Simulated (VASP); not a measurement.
# ZnS (F-43m) in VASP: a series of runs, part 2 of 2

VASP 6.6.1. The steps go on from the part before.

## 4. Single point, HSE06

Contents of POSCAR:

```
ZnS
1.0
    0.0000000000      2.6940955531      2.6940955531
    2.6940955531      0.0000000000      2.6940955531
    2.6940955531      2.6940955531      0.0000000000
Zn S
1 1
Direct
    0.2500000000      0.2500000000      0.2500000000
    0.0000000000      0.0000000000      0.0000000000
```

Contents of INCAR.step1:

```
PREC     = Accurate       # precision mode
ENCUT    = 520            # plane-wave cutoff, eV
EDIFF    = 1E-5           # SCF threshold, eV
ISMEAR   = 0              # smearing method
SIGMA    = 0.01           # smearing width, eV
LREAL    = F              # projectors in reciprocal space
LASPH    = T              # aspherical terms in the spheres
NELM     = 80             # most SCF steps
ALGO     = Normal         # electronic algorithm
ISIF     = 2              # what is computed and relaxed
LWAVE    = T              # write WAVECAR
GGA      = PE             # functional
NBANDS   = 16             # bands
```

Contents of INCAR.step2:

```
PREC     = Accurate       # precision mode
ENCUT    = 520            # plane-wave cutoff, eV
EDIFF    = 1E-6           # SCF threshold, eV
ISMEAR   = 0              # smearing method
SIGMA    = 0.01           # smearing width, eV
LREAL    = F              # projectors in reciprocal space
LASPH    = T              # aspherical terms in the spheres
NELM     = 80             # most SCF steps
ALGO     = Normal         # electronic algorithm
ISIF     = 2              # what is computed and relaxed
LWAVE    = F              # write WAVECAR
LCHARG   = T              # write CHGCAR
GGA      = PE             # functional
LHFCALC  = T              # exact exchange
HFSCREEN = 0.2079         # screening, 1/A
PRECFOCK = Normal       
LELF     = T              # ELF
LVHAR    = T            
ISTART   = 1            
NBANDS   = 16             # bands
```

Contents of KPOINTS:

```
regular mesh
0
Gamma
  4 4 4
```

Potentials or basis: VASP PAW PBE potentials, release 64 (Zn, S).

Command:

```console
cat potpaw_PBE.64/Zn/POTCAR potpaw_PBE.64/S/POTCAR > POTCAR
cp INCAR.step1 INCAR
mpirun -np 1 vasp_std > vasp.out
cp INCAR.step2 INCAR
mpirun -np 1 vasp_std > vasp.out
```

OUTCAR:

```text
PREC = Accurate
   ENCUT = 520
   EDIFF = 1E-6
   ISMEAR = 0
   LREAL = F
   LASPH = T
   NELM = 80
   ISIF = 2
   GGA = PE
   LHFCALC = T
   HFSCREEN = 0.2079
   PRECFOCK = Normal
   ISTART = 1

 ion  position               nearest neighbor table
   1  0.250  0.250  0.250-   2 2.33   2 2.33   2 2.33   2 2.33
   2  0.000  0.000  0.000-   1 2.33   1 2.33   1 2.33   1 2.33

  LATTYP: Found a face centered cubic cell.
 ALAT       =     5.3881911062

  Lattice vectors:

 A1 = (   0.0000000000,   2.6940955531,   2.6940955531)
 A2 = (   2.6940955531,   0.0000000000,   2.6940955531)
 A3 = (   2.6940955531,   2.6940955531,   0.0000000000)

Analysis of symmetry for initial positions (statically):
=====================================================================
 Subroutine PRICEL returns:
 Original cell was already a primitive cell.

 Routine SETGRP: Setting up the symmetry group for a
 face centered cubic supercell.

 Subroutine GETGRP returns: Found 24 space group operations
 (whereof 24 operations were pure point group operations)
 out of a pool of 48 trial point group operations.

The static configuration has the point symmetry T_d .

Analysis of symmetry for dynamics (positions and initial velocities):
=====================================================================
 Subroutine PRICEL returns:
 Original cell was already a primitive cell.

 Routine SETGRP: Setting up the symmetry group for a
 face centered cubic supercell.

 Subroutine GETGRP returns: Found 24 space group operations
 (whereof 24 operations were pure point group operations)
 out of a pool of 48 trial point group operations.
[... 103 lines left out ...]
     AMIX     =   0.40;   BMIX     =  1.00
     AMIX_MAG =   1.60;   BMIX_MAG =  1.00
  volume/ion in A,a.u.               =      19.55       131.96
  Fermi-wavevector in a.u.,A,eV,Ry     =   1.263987  2.388589 21.737533  1.597664
  Thomas-Fermi vector in A             =   2.397316
   LORBIT       =      0    0 simple, 1 ext, 2 COOP (PROOUT), +10 PAW based schemes
   GGA     = PE    functional components
   LHFCALC =     T    Hartree Fock is set to
   PRECFOCK=normal    Normal, Fast or Accurate (Low or Medium for compatibility)
   ENCUT4O =  -1.0   cutoff for four orbital integrals eV
   NKREDX  =     1    reduce k-point grid by
   NKREDY  =     1    reduce k-point grid by
   NKREDZ  =     1    reduce k-point grid by
   AEXX    =    0.2500 exact exchange contribution
   HFSCREEN=    0.2079 screening length (either q_TF or 0.3 A-1)
   HFSCREENC=   0.2079 screening length for correlation (either q_TF or 0.3 A-1)
   ENCUTFOCK=  -1.0 apply spherical cutoff to Coloumb kernel
   IVDW    =     0    specifies the selected vdW correction
   LEPSILON=     F    determine dielectric tensor
   LRPA    =     F    only Hartree local field effects (RPA)
 non-spin polarized calculation
 Gauss-broadening in eV      SIGMA  =   0.01
  energy-cutoff  :      520.00
  volume of cell :       39.11
 maximum number of plane-waves:      1067
  NGX = 24; NGY = 24; NGZ = 24

 number of electron      18.0000006 magnetization

 Free energy of the ion-electron system (eV)
  ---------------------------------------------------
  ext. energy  EPLUGINS =         0.00000000
  ---------------------------------------------------
  free energy    TOTEN  =        -8.33309290 eV

  energy without entropy =       -8.33309290  energy(sigma->0) =       -8.33309290

 E-fermi :   1.5594     XC(G=0):  -7.9972

 val. band max:        1.4735974639   @ k =   0.0000   0.0000   0.0000
 cond. band min:       4.8585684806   @ k =   0.0000   0.0000   0.0000
 fundamental gap:      3.3849710167
 Fermi energy:         1.5594351410

 k-point     1 :       0.0000    0.0000    0.0000
  band No.  band energies     occupation
      1     -12.9007      2.00000
      2      -6.4137      2.00000
      3      -6.4137      2.00000
      4      -6.4137      2.00000
      5      -5.9598      2.00000
      6      -5.9598      2.00000
[... 129 lines left out ...]
      3      -6.1692      2.00000
      4      -6.0044      2.00000
      5      -5.9771      2.00000
      6      -5.5067      2.00000
[... 8 lines left out ...]
     15      17.1333      0.00000
     16      17.9329      0.00000

------------------------ aborting loop because EDIFF is reached ----------------------------------------

  FORCE on cell =-STRESS in cart. coord.  units (eV):
  Direction    XX          YY          ZZ          XY          YZ          ZX
  --------------------------------------------------------------------------------------
  -------------------------------------------------------------------------------------
  Total        0.4600152      0.4600152      0.4600152     -0.0000000      0.0000000      0.0000000
  in kB       18.8457663     18.8457663     18.8457663     -0.0000000      0.0000000      0.0000000
  external PRESSURE =      18.8457663 kB  Pullay stress =       0.0000000 kB

 VOLUME and BASIS-vectors are now :
 -----------------------------------------------------------------------------
  energy-cutoff  :      520.00
  volume of cell :       39.11
      direct lattice vectors                 reciprocal lattice vectors
     0.000000000  2.694095553  2.694095553    -0.185591042  0.185591042  0.185591042
     2.694095553  0.000000000  2.694095553     0.185591042 -0.185591042  0.185591042
     2.694095553  2.694095553  0.000000000     0.185591042  0.185591042 -0.185591042

 POSITION                                       TOTAL-FORCE (eV/Angst)
 -----------------------------------------------------------------------------------
      1.34705      1.34705      1.34705        -0.000000     -0.000000     -0.000000
      0.00000      0.00000      0.00000         0.000000      0.000000      0.000000
 -----------------------------------------------------------------------------------
    total drift:                               -0.000192     -0.000149     -0.000105

  FREE ENERGIE OF THE ION-ELECTRON SYSTEM (eV)
  ---------------------------------------------------
  free  energy   TOTEN  =        -8.3330929042 eV

  energy  without entropy=       -8.3330929042  energy(sigma->0) =       -8.33309290
```

OUTCAR.step1:

```text
PREC = Accurate
   ENCUT = 520
   EDIFF = 1E-5
   ISMEAR = 0
   LREAL = F
   LASPH = T
[... 353 lines left out ...]
 -----------------------------------------------------------------------------------
      1.34705      1.34705      1.34705         0.000000      0.000000     -0.000000
      0.00000      0.00000      0.00000        -0.000000     -0.000000      0.000000
 -----------------------------------------------------------------------------------
    total drift:                               -0.000001     -0.000001     -0.000001

  FREE ENERGIE OF THE ION-ELECTRON SYSTEM (eV)
  ---------------------------------------------------
  free  energy   TOTEN  =        -6.7951722364 eV

  energy  without entropy=       -6.7951722364  energy(sigma->0) =       -6.79517224
```

Run time: 8.4 min. Hardware: 1 thread of Intel Xeon Platinum 8259CL at 2.50GHz (Skylake/Cascade Lake), shared host; peak memory 0.26 GiB.

Results:

| Property | Result |
| --- | --- |
| Free energy | -8.3331 eV |
| Pressure | 1.9 GPa |
| Band gap on the k mesh | 3.38 eV |

Levels at points of the mesh, in eV from the valence-band top:
```csv
k point,band 5,band 6,band 7,band 8,band 9,band 10,band 11,band 12,band 13,band 14
"(0.00, 0.00, 0.00)",-7.43,-7.43,0.00,0.00,0.00,3.38,7.68,7.68,7.68,13.21
"(0.50, 0.00, 0.00)",-7.41,-7.19,-5.66,-0.93,-0.93,4.57,8.17,8.17,10.25,13.67
"(0.50, 0.50, 0.00)",-7.36,-7.15,-5.03,-2.38,-2.38,4.36,5.26,12.63,13.76,13.76
```

Caveat: the k points lie up to 0.50 Å⁻¹ apart; the PAW data sets were made with another functional, which shifts forces and pressure a little.

## 5. Summary

```tsv
level	k mesh	grid for exact exchange (PRECFOCK)	share of exact exchange	screening parameter	gap on the mesh (eV)	pressure (GPa)
PBEsol	6 × 6 × 6	-	-	-	2.01	-1.1
PBEsol	6 × 6 × 6, shifted	-	-	-	2.57	-1.2
HSE06	4 × 4 × 4	Normal	0.25	0.2079 1/Å	3.38	1.9
```

Alike in all rows: task single point; potentials or basis VASP PAW PBE potentials, release 64 (Zn, S); no spin polarisation; cell as given; cutoff (eV) 520; smearing gaussian 0.01 eV.

Caveats: some runs use coarse meshes; the PAW data sets were made with another functional, which shifts forces and pressure a little; a shifted mesh leaves out Γ, where band edges can lie (at least some runs).

Absolute energies hang on the potentials; compare differences alone.
